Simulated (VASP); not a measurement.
BaTiO3: single point with PBE+U

Crystal: BaTiO3.

```
Ba Ti O
1.0
     4.00822    0.00000    0.00000
     0.00000    2.87328    2.88592
     0.00000   -2.87328    2.88592
Ba Ti O
1 1 3
Direct
  0.96179 0.01535 0.01297
  0.49293 0.52047 0.49171
  0.00998 0.49709 0.49005
  0.50827 0.48051 0.98490
  0.52702 0.98280 0.51659
```

This cell differs from its parent crystal: atoms moved at random.

- Program: VASP 6.6.1
- Task: single point
- Functional: PBE
- Potentials or basis: VASP PAW PBE potentials, release 64 (Ba_sv, Ti_sv, O)
- Cutoff: 520 eV
- k mesh: 6 × 6 × 6
- Occupations: gaussian, width 0.05 eV
- Spin: no spin polarisation
- Hubbard terms: Ti d U = 4.0 eV
- Dipole correction: no
- Further INCAR settings: ALGO = Normal; EDIFF = 1e-07; NBANDS = 28

```yaml
Pressure: 3.7 GPa
Largest_force: 1.211 eV/Å
Band_gap_on_the_k_mesh: 2.32 eV, indirect (least direct gap 2.71 eV)
```

Forces in eV/Å, atoms in the order of the input:
```
Ba   1.081  0.136 -0.528
Ti  -0.187 -0.593  0.091
O    0.004  0.036 -0.092
O   -0.278 -0.184  0.741
O   -0.620  0.604 -0.213
```

Stress tensor (GPa, compression positive):
```
 5.33 -0.61 -1.04
-0.61  3.49  1.55
-1.04  1.55  2.41
```

Levels at points of the mesh, in eV from the valence-band top:
```csv
k point,band 18,band 19,band 20,band 21,band 22,band 23
"(0.00, 0.00, 0.00)",-0.49,-0.44,-0.39,2.32,2.48,2.64
"(0.50, 0.00, 0.00)",-1.70,-1.07,-0.85,2.65,3.90,3.92
"(0.00, 0.50, 0.00)",-1.46,-0.79,-0.76,2.44,3.73,3.81
"(0.00, 0.00, 0.50)",-1.44,-1.02,-0.97,2.67,3.66,3.81
"(0.50, 0.50, 0.00)",-0.87,-0.81,-0.12,3.83,3.94,4.22
"(0.50, 0.00, 0.50)",-1.01,-0.94,-0.05,3.76,3.98,4.28
"(0.00, 0.50, 0.50)",-0.99,-0.94,-0.25,3.75,3.81,4.14
"(0.50, 0.50, 0.50)",-0.19,-0.12,0.00,4.29,4.43,4.46
```

Eigenvalues of the final occupation matrices:
| site | spin | trace | eigenvalues |
| --- | --- | --- | --- |
| site 2 d | 1 | 0.79 | 0.10 0.11 0.11 0.23 0.24 |
| site 2 d | 2 | 0.79 | 0.10 0.11 0.11 0.23 0.24 |

Wall time 3.7 min on 1 thread of Intel(R) Xeon(R) Platinum 8259CL CPU @ 2.50GHz (Skylake/Cascade Lake), with other jobs on the host, peak memory 0.32 GiB.

Caveat: the cell differs from its parent crystal (atoms moved at random); spin-orbit coupling is left out, which moves the levels of the heavy elements; forces of over 1 eV/Å act on the atoms, so gaps and moduli don't describe the material at rest. A k mesh can miss the band edges.
